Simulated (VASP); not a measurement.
**TaCo3: relaxation of cell and atoms with LDA**

TaCo3:

```
CELL_PARAMETERS angstrom
3.67000 0.00000 0.00000
0.00000 3.67000 0.00000
0.00000 0.00000 3.67000
ATOMIC_POSITIONS crystal
Ta 0.00000 0.00000 0.00000
Co 0.00000 0.50000 0.50000
Co 0.50000 0.00000 0.50000
Co 0.50000 0.50000 0.00000
```

```yaml
Program: VASP 6.6.1
Task: relaxation of cell and atoms
Functional: LDA
Potentials_or_basis: VASP PAW LDA potentials, release 64 (Ta_pv, Co)
Cutoff: 600 eV
k_mesh: 6 × 6 × 6
Occupations: gaussian, width 0.05 eV
Spin: collinear spin, ferromagnetic start
Starting_moments: "[0.0, 2.5, 2.5, 2.5] μB"
Dipole_correction: no
Further_INCAR_settings: ALGO = Normal; EDIFF = 1e-07; IBRION = 2; EDIFFG = -0.03; NSW = 80; ISIF = 3
```

```
Relaxed volume                                        : 11.26 Å³/atom
Relaxed cell                                          : a = 3.558 Å, b = 3.558 Å, c = 3.558 Å, α = 90.00°, β = 90.00°, γ = 90.00°
Space group after relaxing (to 0.05 Å)                : Pm-3m (No. 221)
Energy gained by relaxing                             : 84.3 meV/atom
Ionic steps                                           : 4
Pressure after relaxing                               : -0.3 GPa
Band gap on the k mesh                                : zero (filled and empty bands overlap)
Net moment                                            : 0.00 μB per cell
Valence electrons inside the program's atomic spheres : Ta 9.10; Co 8.55
```

Step by step:
```
step  energy change (eV)  largest force (eV/Å)  pressure (GPa)  volume (Å³)
   1              0.0000                0.0000          -22.37        49.43
   2              0.9830                0.0000           71.30        38.09
   3             -0.3364                0.0000           -1.41        45.21
   4             -0.3373                0.0000           -0.29        45.04
```

Final structure:
```
CELL_PARAMETERS angstrom
3.55800 0.00000 0.00000
0.00000 3.55800 0.00000
0.00000 0.00000 3.55800
ATOMIC_POSITIONS crystal
Ta 0.00000 0.00000 0.00000
Co 0.00000 0.50000 0.50000
Co 0.50000 0.00000 0.50000
Co 0.50000 0.50000 0.00000
```

Levels at points of the mesh, in eV from the Fermi level:
Spin up:
| k point | band 15 | band 16 | band 17 | band 18 | band 19 | band 20 | band 21 | band 22 | band 23 | band 24 |
| --- | --- | --- | --- | --- | --- | --- | --- | --- | --- | --- |
| (0.00, 0.00, 0.00) | -0.21 | 0.24 | 0.56 | 0.56 | 0.56 | 2.82 | 2.82 | 3.34 | 3.34 | 3.34 |
| (0.50, 0.00, 0.00) | -0.85 | -0.82 | -0.82 | -0.79 | -0.03 | 0.57 | 0.90 | 0.90 | 1.90 | 2.84 |
| (0.50, 0.50, 0.00) | -2.02 | -1.18 | -0.93 | -0.93 | -0.72 | -0.52 | 1.69 | 1.69 | 2.14 | 2.14 |
| (0.50, 0.50, 0.50) | -1.52 | -0.23 | 0.31 | 0.31 | 0.31 | 0.98 | 0.98 | 0.98 | 2.28 | 2.28 |
Spin down:
| k point | band 15 | band 16 | band 17 | band 18 | band 19 | band 20 | band 21 | band 22 | band 23 | band 24 |
| --- | --- | --- | --- | --- | --- | --- | --- | --- | --- | --- |
| (0.00, 0.00, 0.00) | -0.21 | 0.24 | 0.56 | 0.56 | 0.56 | 2.82 | 2.82 | 3.34 | 3.34 | 3.34 |
| (0.50, 0.00, 0.00) | -0.85 | -0.82 | -0.82 | -0.79 | -0.03 | 0.57 | 0.90 | 0.90 | 1.90 | 2.84 |
| (0.50, 0.50, 0.00) | -2.02 | -1.18 | -0.93 | -0.93 | -0.72 | -0.52 | 1.69 | 1.69 | 2.14 | 2.14 |
| (0.50, 0.50, 0.50) | -1.52 | -0.23 | 0.31 | 0.31 | 0.31 | 0.98 | 0.98 | 0.98 | 2.28 | 2.28 |

Run time: 2.3 min on 1 thread of Intel(R) Xeon(R) 6975P-C (Granite Rapids), on a shared host, peak memory 0.2 GiB.

Caveat: the starting moments collapsed, and a magnetic state may lie lower; spin-orbit coupling is left out, which moves the levels of the heavy elements. Zero-point motion and thermal expansion aren't in these numbers.
